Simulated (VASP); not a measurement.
# Rh (P6_3/mmc) in VASP: further runs

Rh is run at these levels: PBEsol; tasks: single point.

Program: VASP 6.6.1. These are calculated values, not measurements. Logs are shortened: lines on timing, memory, paths and dates and some standing lists are left out, and cuts for length are marked.

### 1 The cell of the first run

The structure is hexagonal, space group P6_3/mmc (No. 194). The conventional cell has a = 2.713 Å, b = 2.713 Å, c = 4.399 Å, α = 90.00°, β = 90.00°, γ = 120.00°. Within 3.6 Å of Rh (site symmetry -6m2) lie 12 Rh at 2.70 to 2.71 Å.

### 2 Single point, PBEsol

Input file INCAR:

```
ALGO = Fast
EDIFF = 1E-6
ENCUT = 520
GGA = PS
ISIF = 2
ISMEAR = -1
LASPH = True
LCHARG = False
LREAL = False
LWAVE = False
NBANDS = 22
NELM = 80
PREC = Accurate
SIGMA = 0.05
```

Input file KPOINTS:

```
k-points
0
Gamma
  11 11 6
```

Input file POSCAR:

```
Rh
1.0
    2.7126497715      0.0000000000      0.0000000000
   -1.3563248858      2.3492236138      0.0000000000
    0.0000000000      0.0000000000      4.3987667018
Rh
2
Direct
    0.3333333333      0.6666666667      0.2500000000
    0.6666666667      0.3333333333      0.7500000000
```

Potentials or basis: VASP PAW PBE potentials, release 64 (Rh_pv).

Started as:

```sh
$ cat potpaw_PBE.64/Rh_pv/POTCAR > POTCAR
$ mpirun -np 1 vasp_std > vasp.out
```

OUTCAR:

```text
EDIFF = 1E-6
   ENCUT = 520
   GGA = PS
   ISIF = 2
   ISMEAR = -1
   LASPH = True
   LREAL = False
   NELM = 80
   PREC = Accurate

 ion  position               nearest neighbor table
   1  0.333  0.667  0.250-   2 2.70   2 2.70   2 2.70   2 2.70   2 2.70   2 2.70
   2  0.667  0.333  0.750-   1 2.70   1 2.70   1 2.70   1 2.70   1 2.70   1 2.70

  LATTYP: Found a hexagonal cell.
 ALAT       =     2.7126497715
 C/A-ratio  =     1.6215756077

  Lattice vectors:

 A1 = (   2.7126497715,   0.0000000000,   0.0000000000)
 A2 = (  -1.3563248858,   2.3492236138,   0.0000000000)
 A3 = (   0.0000000000,   0.0000000000,   4.3987667018)

Analysis of symmetry for initial positions (statically):
=====================================================================
 Subroutine PRICEL returns:
 Original cell was already a primitive cell.

 Routine SETGRP: Setting up the symmetry group for a
 hexagonal supercell.

 Subroutine GETGRP returns: Found 24 space group operations
 (whereof 12 operations were pure point group operations)
 out of a pool of 24 trial point group operations.

The static configuration has the point symmetry D_3d.
 The point group associated with its full space group is D_6h.

Analysis of symmetry for dynamics (positions and initial velocities):
=====================================================================
 Subroutine PRICEL returns:
 Original cell was already a primitive cell.

 Routine SETGRP: Setting up the symmetry group for a
 hexagonal supercell.

 Subroutine GETGRP returns: Found 24 space group operations
 (whereof 12 operations were pure point group operations)
 out of a pool of 24 trial point group operations.

The dynamic configuration has the point symmetry D_3d.
 The point group associated with its full space group is D_6h.

 Subroutine INISYM returns: Found 24 space group operations
 (whereof 12 operations are pure point group operations),
 and found     1 'primitive' translations

----------------------------------------------------------------------------------------

                                     Primitive cell

  volume of cell :      28.0317

  direct lattice vectors                    reciprocal lattice vectors
     2.712649772  0.000000000  0.000000000     0.368643240  0.212836274  0.000000000
    -1.356324886  2.349223614  0.000000000     0.000000000  0.425672547  0.000000000
     0.000000000  0.000000000  4.398766702     0.000000000  0.000000000  0.227336449

  length of vectors
     2.712649772  2.712649772  4.398766702     0.425672547  0.425672547  0.227336449

  position of ions in fractional coordinates (direct lattice)
     0.333333333  0.666666667  0.250000000
     0.666666667  0.333333333  0.750000000

  ion indices of the primitive-cell ions
   primitive index   ion index
                 1           1
                 2           2

----------------------------------------------------------------------------------------

 KPOINTS: k-points

Automatic generation of k-mesh.
 Grid dimensions read from file:
 generate k-points for:   11   11    6

 Generating k-lattice:

  Cartesian coordinates                     Fractional coordinates (reciprocal lattice)
     0.033513022  0.019348752  0.000000000     0.090909091 -0.000000000  0.000000000
     0.000000000  0.038697504  0.000000000     0.000000000  0.090909091  0.000000000
     0.000000000  0.000000000  0.037889408     0.000000000  0.000000000  0.166666667

  Length of vectors
     0.038697504  0.038697504  0.037889408

  Shift w.r.t. Gamma in fractional coordinates (k-lattice)
     0.000000000  0.000000000  0.000000000

 Subroutine IBZKPT returns following result:
 ===========================================

 Found     64 irreducible k-points:

 Following reciprocal coordinates:
            Coordinates               Weight
  0.000000  0.000000  0.000000      1.000000
  0.090909  0.000000  0.000000      6.000000
  0.181818  0.000000  0.000000      6.000000
  0.272727  0.000000  0.000000      6.000000
  0.363636  0.000000  0.000000      6.000000
  0.454545  0.000000  0.000000      6.000000
[... 16 lines left out ...]
  0.090909  0.090909  0.166667     12.000000
  0.181818  0.090909  0.166667     24.000000
 [... further k-points ...]
   k-points           NKPTS =     64   k-points in BZ     NKDIM =     64   number of bands    NBANDS=     22
   number of dos      NEDOS =    301   number of ions     NIONS =      2
   total plane-waves  NPLWV =  14400
   dimension x,y,z NGX =    20 NGY =   20 NGZ =   36
   dimension x,y,z NGXF=    40 NGYF=   40 NGZF=   72
   ions per type =               2
   NGX,Y,Z   is equivalent  to a cutoff of  12.26, 12.26, 13.61 a.u.
   NGXF,Y,Z  is equivalent  to a cutoff of  24.51, 24.51, 27.21 a.u.
 SYSTEM =  unknown system
   PREC   = accura    normal or accurate (medium, high low for compatibility)
   ISTART =      0    job   : 0-new  1-cont  2-samecut
   ICHARG =      2    charge: 1-file 2-atom 10-const
   ISPIN  =      1    spin polarized calculation?
   LNONCOLLINEAR =      F non collinear calculations
   LSORBIT =      F    spin-orbit coupling
   LASPH  =      T    aspherical Exc in radial PAW
   ENCUT  =  520.0 eV  38.22 Ry    6.18 a.u.   5.04  5.04  8.18*2*pi/ulx,y,z
   NELM   =     80;   NELMIN=  2; NELMDL= -5     # of ELM steps
   EDIFF  = 0.1E-05   stopping-criterion for ELM
   LREAL  =      F    real-space projection
   EDIFFG = 0.1E-04   stopping-criterion for IOM
   NSW    =      0    number of steps for IOM
   IBRION =     -1    ionic relax: 0-MD 1-quasi-New 2-CG
   NFREE  =      0    steps in history (QN), initial steepest desc. (CG)
   ISIF   =      2    stress and relaxation
   ISYM   =      2    0-nonsym 1-usesym 2-fastsym
   POTIM  = 0.5000    time-step for ionic-motion
   TEBEG  =    0.0;   TEEND  =   0.0 temperature during run
   PSTRESS=    0.0 pullay stress
   NELECT =      30.0000    total number of electrons
   NUPDOWN=      -1.0000    fix difference up-down
   EMIN   =  10.00;   EMAX   =-10.00  energy-range for DOS
   EFERMI =   0.00;   METHOD = LEGACY
   ISMEAR =    -1;   SIGMA  =   0.05  broadening in eV -4-tet -1-fermi 0-gaus
   EFERMI_NEDOS =   21; number of points for ismear=-14 and -15
   IALGO  =     68    algorithm
   IMIX   =      4    mixing-type and parameters
     AMIX     =   0.40;   BMIX     =  1.00
     AMIX_MAG =   1.60;   BMIX_MAG =  1.00
  volume/ion in A,a.u.               =      14.02        94.58
  Fermi-wavevector in a.u.,A,eV,Ry     =   1.674553  3.164446 38.152477  2.804128
  Thomas-Fermi vector in A             =   2.759328
   LORBIT       =      0    0 simple, 1 ext, 2 COOP (PROOUT), +10 PAW based schemes
   GGA     = PS    functional components
   LHFCALC =     F    Hartree Fock is set to
   AEXX    =    0.0000 exact exchange contribution
   IVDW    =     0    specifies the selected vdW correction
   LEPSILON=     F    determine dielectric tensor
   LRPA    =     F    only Hartree local field effects (RPA)
 non-spin polarized calculation
 RMM-DIIS sequential band-by-band and
  energy-cutoff  :      520.00
  volume of cell :       28.03
 maximum number of plane-waves:       772
   NGX = 11   NGY = 11   NGZ = 17

 number of electron      30.0000008 magnetization

 Free energy of the ion-electron system (eV)
  ---------------------------------------------------
  ext. energy  EPLUGINS =         0.00000000
  ---------------------------------------------------
  free energy    TOTEN  =       -16.17570424 eV

  energy without entropy =      -16.14657325  energy(sigma->0) =      -16.16113874

 E-fermi :  11.4889     XC(G=0): -14.0929

 val. band max:       11.4758851533   @ k =   0.3636   0.1818   0.3333
 cond. band min:      11.4941825277   @ k =   0.0909   0.0909   0.3333
 fundamental gap:      0.0182973744
 Fermi energy:        11.4888615795

 k-point     1 :       0.0000    0.0000    0.0000
  band No.  band energies     occupation
      1     -35.5871      2.00000
      2     -34.9735      2.00000
      3     -34.9735      2.00000
      4     -34.8860      2.00000
      5     -34.8739      2.00000
      6     -34.8739      2.00000
[... 14 lines left out ...]
     21      29.5019      0.00000
     22      30.1375      0.00000

 k-point     2 :       0.0909    0.0000    0.0000
  band No.  band energies     occupation
      1     -35.5691      2.00000
      2     -35.0144      2.00000
      3     -34.9867      2.00000
      4     -34.9163      2.00000
      5     -34.8934      2.00000
      6     -34.8805      2.00000
[... 14 lines left out ...]
     21      29.8224      0.00000
     22      30.2792      0.00000

 k-point     3 :       0.1818    0.0000    0.0000
  band No.  band energies     occupation
      1     -35.5183      2.00000
      2     -35.1244      2.00000
      3     -35.0281      2.00000
      4     -35.0212      2.00000
      5     -34.9158      2.00000
      6     -34.8991      2.00000
[... 14 lines left out ...]
     21      30.0399      0.00000
     22      30.0656      0.00000

 k-point     4 :       0.2727    0.0000    0.0000
  band No.  band energies     occupation
      1     -35.4436      2.00000
      2     -35.2686      2.00000
      3     -35.1705      2.00000
      4     -35.0648      2.00000
      5     -34.9533      2.00000
      6     -34.9247      2.00000
[... 14 lines left out ...]
     21      27.7098      0.00000
     22      28.3028      0.00000

 k-point     5 :       0.3636    0.0000    0.0000
  band No.  band energies     occupation
      1     -35.4012      2.00000
      2     -35.3599      2.00000
      3     -35.2974      2.00000
      4     -35.1036      2.00000
      5     -35.0026      2.00000
      6     -34.9490      2.00000
[... 417 lines left out ...]
 k-point    22 :       0.4545    0.0000    0.1667
  band No.  band energies     occupation
      1     -35.5099      2.00000
      2     -35.4057      2.00000
      3     -35.2390      2.00000
      4     -35.1155      2.00000
      5     -35.0373      2.00000
      6     -34.9748      2.00000
[... 14 lines left out ...]
     21      25.1831      0.00000
     22      25.7220      0.00000

 k-point    23 :       0.0909    0.0909    0.1667
  band No.  band energies     occupation
      1     -35.4990      2.00000
      2     -35.0706      2.00000
      3     -35.0429      2.00000
      4     -34.9938      2.00000
      5     -34.9191      2.00000
      6     -34.9069      2.00000
[... 14 lines left out ...]
     21      29.2177      0.00000
     22      29.9893      0.00000

 k-point    24 :       0.1818    0.0909    0.1667
  band No.  band energies     occupation
      1     -35.4534      2.00000
      2     -35.1821      2.00000
      3     -35.1538      2.00000
      4     -35.0408      2.00000
      5     -34.9477      2.00000
      6     -34.9357      2.00000
[... 14 lines left out ...]
     21      27.4800      0.00000
     22      28.8128      0.00000

 [... further k-points ...]
[... 5 lines left out ...]
  --------------------------------------------------------------------------------------
  -------------------------------------------------------------------------------------
  Total       -1.4867229     -1.4867229     -1.7166813      0.0000000      0.0000000      0.0000000
  in kB      -84.9750846    -84.9750846    -98.1185773      0.0000000      0.0000000      0.0000000
  external PRESSURE =     -89.3562488 kB  Pullay stress =       0.0000000 kB

 VOLUME and BASIS-vectors are now :
 -----------------------------------------------------------------------------
  energy-cutoff  :      520.00
  volume of cell :       28.03
      direct lattice vectors                 reciprocal lattice vectors
     2.712649772  0.000000000  0.000000000     0.368643240  0.212836274  0.000000000
    -1.356324886  2.349223614  0.000000000     0.000000000  0.425672547  0.000000000
     0.000000000  0.000000000  4.398766702     0.000000000  0.000000000  0.227336449

 POSITION                                       TOTAL-FORCE (eV/Angst)
 -----------------------------------------------------------------------------------
     -0.00000      1.56615      1.09969        -0.000000      0.000000      0.000000
      1.35632      0.78307      3.29908         0.000000     -0.000000      0.000000
 -----------------------------------------------------------------------------------
    total drift:                                0.000000     -0.000000      0.000000

  FREE ENERGIE OF THE ION-ELECTRON SYSTEM (eV)
  ---------------------------------------------------
  free  energy   TOTEN  =       -16.1757042350 eV

  energy  without entropy=      -16.1465732488  energy(sigma->0) =      -16.16113874
```

It took 15 s on 1 thread of Intel Xeon 6975P-C (Granite Rapids), shared host; peak memory 0.15 GiB.

Results:

* Free energy: -16.1757 eV
* Pressure: -8.9 GPa
* Band gap on the k mesh: zero (band 15 reaches 12.10 eV, above the bottom of band 16 at 9.80 eV)

Caveat: the PAW data sets were made with another functional, which shifts forces and pressure a little.

### 3 Single point, PBEsol

This run uses another cell than the first one, of 14.30 Å³/atom, 1.020 times its volume.

Input file INCAR:

```
PREC = Accurate
ENCUT = 520
EDIFF = 1E-6
ISMEAR = -1
SIGMA = 0.05
LREAL = False
LASPH = True
NELM = 80
ALGO = Normal
ISIF = 2
LWAVE = False
LCHARG = True
GGA = PS
LELF = True
LVHAR = True
NBANDS = 22
```

Input file KPOINTS:

```
regular mesh
0
Gamma
  11 11 6
```

Input file POSCAR:

```
Rh
1.0
    2.7309790422      0.0000000000      0.0000000000
   -1.3654895211      2.3650972278      0.0000000000
    0.0000000000      0.0000000000      4.4284890000
Rh
2
Direct
    0.3333333333      0.6666666667      0.2500000000
    0.6666666667      0.3333333333      0.7500000000
```

Potentials or basis: VASP PAW PBE potentials, release 64 (Rh_pv).

Started as:

```sh
$ cat potpaw_PBE.64/Rh_pv/POTCAR > POTCAR
$ mpirun -np 1 vasp_std > vasp.out
```

Run time: 13 s. Hardware: 1 thread of Intel Xeon 6975P-C (Granite Rapids), shared host; peak memory 0.16 GiB.

It converged, with:

```yaml
Free_energy: -16.1354 eV
Pressure: -13.7 GPa
Band_gap_on_the_k_mesh: zero (band 15 reaches 11.71 eV, above the bottom of band 16 at 9.50 eV)
```

Stress tensor (GPa, compression positive):
```
-13.27   0.00   0.00
  0.00 -13.27   0.00
  0.00   0.00 -14.65
```

Levels at points of the mesh, in eV from the Fermi level:
| k point | band 12 | band 13 | band 14 | band 15 | band 16 | band 17 | band 18 | band 19 |
| --- | --- | --- | --- | --- | --- | --- | --- | --- |
| (0.00, 0.00, 0.00) | -2.37 | -2.37 | -1.78 | -1.78 | 0.14 | 0.14 | 0.68 | 8.16 |
| (0.00, 0.00, 0.50) | -2.96 | -2.96 | -2.96 | -0.40 | -0.40 | -0.40 | -0.40 | 14.59 |

Caveat: the PAW data sets were made with another functional, which shifts forces and pressure a little.
